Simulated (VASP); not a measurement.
SiC16, 17 atoms in the cell. The cell holds a slab with vacuum, 17 atoms: a = 4.930 Å, b = 4.422 Å, c = 22.694 Å, α = 90.00°, β = 90.00°, γ = 90.00°. 

| Property | Result |
| --- | --- |
| Program | VASP 6.6.1 |
| Task | single point |
| Functional | PBE |
| Dispersion | D3(BJ) |
| Potentials or basis | VASP PAW PBE potentials, release 64 (C, Si) |
| Cutoff | 520 eV |
| k mesh | 6 × 6 × 1 |
| Occupations | gaussian, width 0.05 eV |
| Spin | collinear spin |
| Starting moments | [0.0, 0.0, 0.0, 0.0, 0.0, 0.0, 0.0, 0.0, 0.0, 0.0, 0.0, 0.0, 0.0, 0.0, 0.0, 0.0, 2.0] μB |
| Dipole correction | yes |
| Further INCAR settings | LREAL = Auto; ALGO = Normal; EDIFF = 1e-06; NBANDS = 52 |

Potentials or basis: VASP PAW PBE potentials, release 64 (C, Si).

Run with:

```sh
$ cat potpaw_PBE.64/C/POTCAR potpaw_PBE.64/Si/POTCAR > POTCAR
$ mpirun -np 1 vasp_std > vasp.out
```

Hardware: 1 thread of Oxide Virtual Turin-like Processor, with other jobs on the host.

Problem. Estimate the wall time of this run.

Solution. Wall time 2.6 h on 1 thread of Oxide Virtual Turin-like Processor, with other jobs on the host, peak memory 1.1 GiB. Counts: scf iterations 90, k points 16.
